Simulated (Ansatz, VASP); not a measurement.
# Two plane-wave programs on Te

INCAR

```
PREC = Accurate
ENCUT = 520
EDIFF = 1E-8
ISMEAR = -1
SIGMA = 0.08
LREAL = False
LASPH = True
NELM = 100
ALGO = Normal
ISIF = 2
LWAVE = False
LCHARG = False
GGA = PE
LEFG = True
NBANDS = 16
```

Contents of KPOINTS:

```
Automatic mesh
0
Gamma
  9 9 6
```

Contents of POSCAR:

```
Te
1.0
    4.4579994587     -0.0668699919     -0.0668699919
   -2.2869108411      3.8941757772     -0.0244761158
   -0.0888750000     -0.0888750000      5.9250000000
Te
3
Direct
    0.7450000000      0.0000000000      0.3333333333
    0.0000000000      0.7450000000      0.6666666667
    0.2550000000      0.2550000000      0.0000000000
```

Input for Ansatz:

```yaml
crystal:
  lattice:
    - [4.4579994587, -0.0668699919, -0.0668699919]
    - [-2.2869108411, 3.8941757772, -0.0244761158]
    - [-0.088875, -0.088875, 5.925]
  atoms:
    - { symbol: Te, position: [0.745, 0.0, 0.3333333333] }
    - { symbol: Te, position: [0.0, 0.745, 0.6666666667] }
    - { symbol: Te, position: [0.255, 0.255, 0.0] }
kpoints:
  mp_grid: { grid: [9, 9, 6] }
scf:
  occupations: { method: fermi_dirac, width: 0.08 }
hamiltonian:
  xc: pbe
  pseudopotentials: { kind: paw }
output:
  forces: true
  stress: true
  eigenvalues: true
  efg: { contact_densities: true }
  write_density: true
  write_potential: true
  elf: true
  volumetric_format: npy
```

Change from the starting cell: equal xy, yz and zx shear strains of -3 %, PAW files.

Alike in both runs: task electric field gradients; functional PBE; k mesh 9 × 9 × 6; occupations fermi-dirac, width 0.08 eV; no spin polarisation.

```csv
,VASP,Ansatz
version,VASP 6.6.1,Ansatz 0.2.0
potentials or method,"VASP PAW PBE potentials, release 64 (Te)","PAW with Ansatz's default frozen-core files, scalar-relativistic"
plane-wave cutoff (eV),520,420
valence electrons in the cell,18,48
```

Ansatz gave:

```
pressure (GPa)                                                : 3.2
traceless stress, the component that is largest in VASP (GPa) : 1.65
rms of the force components (eV/Å)                            : 0.392
size of Vzz on the site where it differs most (V/Å²)          : 614.5
```

Which values does VASP return?

Pressure (GPa): 3.3; traceless stress, the component that is largest in VASP (GPa): 1.65; rms of the force components (eV/Å): 0.404; size of Vzz on the site where it differs most (V/Å²): 585.1.

Atom by atom the forces differ by 0.012 eV/Å (rms over components). VASP's potentials hold 18 valence electrons a cell and Ansatz's 48, so a difference there can come from the potentials and not from the codes.

Spin-orbit coupling is off throughout.
